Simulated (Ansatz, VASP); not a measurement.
**SrO: VASP beside Ansatz**

Contents of POSCAR:

```
SrO
1.0
    0.0000000000      2.5027432598      2.5027432598
    2.5027432598      0.0000000000      2.5027432598
    2.5027432598      2.5027432598      0.0000000000
Sr O
1 1
Direct
    0.0000000000      0.0000000000      0.0000000000
    0.5000000000      0.5000000000      0.5000000000
```

INCAR.step1

```
ALGO     = Normal         # electronic algorithm
EDIFF    = 1E-4           # SCF threshold, eV
ENCUT    = 520            # plane-wave cutoff, eV
GGA      = PE             # functional
ISMEAR   = 0              # smearing method
LASPH    = True           # aspherical terms in the spheres
LCHARG   = False          # write CHGCAR
LREAL    = False          # projectors in reciprocal space
LWAVE    = True           # write WAVECAR
NBANDS   = 15             # bands
NELM     = 60             # most SCF steps
PREC     = Accurate       # precision mode
SIGMA    = 0.05           # smearing width, eV
```

INCAR.step2

```
ALGO     = Normal         # electronic algorithm
EDIFF    = 1E-6           # SCF threshold, eV
ENCUT    = 520            # plane-wave cutoff, eV
ISIF     = 2              # what is computed and relaxed
ISMEAR   = 0              # smearing method
ISTART   = 1            
LASPH    = True           # aspherical terms in the spheres
LCHARG   = True           # write CHGCAR
LELF     = True           # ELF
LMIXTAU  = True         
LREAL    = False          # projectors in reciprocal space
LVHAR    = True         
LWAVE    = False          # write WAVECAR
METAGGA  = R2SCAN         # meta-GGA
NBANDS   = 15             # bands
NELM     = 60             # most SCF steps
PREC     = Accurate       # precision mode
SIGMA    = 0.05           # smearing width, eV
```

File KPOINTS:

```
k-points
0
Gamma
  8 8 8
```

Input for Ansatz:

```yaml
crystal:
  lattice:
    - [0.0, 2.5027432598, 2.5027432598]
    - [2.5027432598, 0.0, 2.5027432598]
    - [2.5027432598, 2.5027432598, 0.0]
  atoms:
    - { symbol: Sr, position: [0.0, 0.0, 0.0] }
    - { symbol: O, position: [0.5, 0.5, 0.5] }
basis:
  ecutwfc: 500
kpoints:
  mp_grid: { grid: [8, 8, 8] }
hamiltonian:
  xc: r2scan
scf:
  occupations: { method: gaussian, width: 0.05 }
output:
  forces: true
  stress: true
  eigenvalues: true
```

Change from the starting cell: strain -0.030 along x and y, -0.030 along z, atoms carried along.

Alike in both runs: task single point; functional r2SCAN; k mesh 8 × 8 × 8; occupations gaussian, width 0.05 eV; no spin polarisation.

|  | VASP | Ansatz |
| --- | --- | --- |
| version | VASP 6.6.1 | Ansatz 0.2.0 |
| potentials or method | VASP PAW PBE potentials, release 64 (Sr_sv, O), cutoff 520 eV | scalar-relativistic, plane waves, PAW |
| valence electrons in the cell | 16 | 16 |

|  | VASP | Ansatz | Ansatz less VASP |
| --- | --- | --- | --- |
| gap on the k mesh at the Fermi level (eV) | 3.68 | 3.75 | +0.063 |
| least direct gap on the mesh (eV) | 3.70 | 3.75 | +0.047 |
| pressure (GPa) | 11.3 | 10.5 | -0.80 |

VASP's potentials were made for PBE, not for r2SCAN.
